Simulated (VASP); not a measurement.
A run of VASP 6.6.1:

File INCAR:

```
PREC = Accurate
ENCUT = 520
EDIFF = 1E-7
ISMEAR = 0
SIGMA = 0.1
LREAL = False
LASPH = True
NELM = 100
ALGO = Normal
ISIF = 2
LWAVE = False
LCHARG = False
GGA = PE
NBANDS = 12
```

File KPOINTS:

```
regular mesh
0
Gamma
  15 15 15
```

The input POSCAR:

```
As
1.0
    1.9337170644      1.1164320677      3.7949926567
   -1.9337170644      1.1164320677      3.7949926567
    0.0000000000     -2.2328641354      3.7949926567
As
2
Direct
    0.2131959670      0.2131959670      0.2131959670
    0.7868040330      0.7868040330      0.7868040330
```

Potentials or basis: VASP PAW PBE potentials, release 64 (As).

Command:

```bash
$ cat potpaw_PBE.64/As/POTCAR > POTCAR
$ mpirun -np 1 vasp_std > vasp.out
```

Hardware: 1 thread of Intel Xeon 8259CL, on a shared host.

Q: Estimate the wall time of this run.

A: Wall time 5.9 min on 1 thread of Intel Xeon 8259CL, on a shared host, peak memory 0.33 GiB. Counts: scf iterations 12, k points 344.
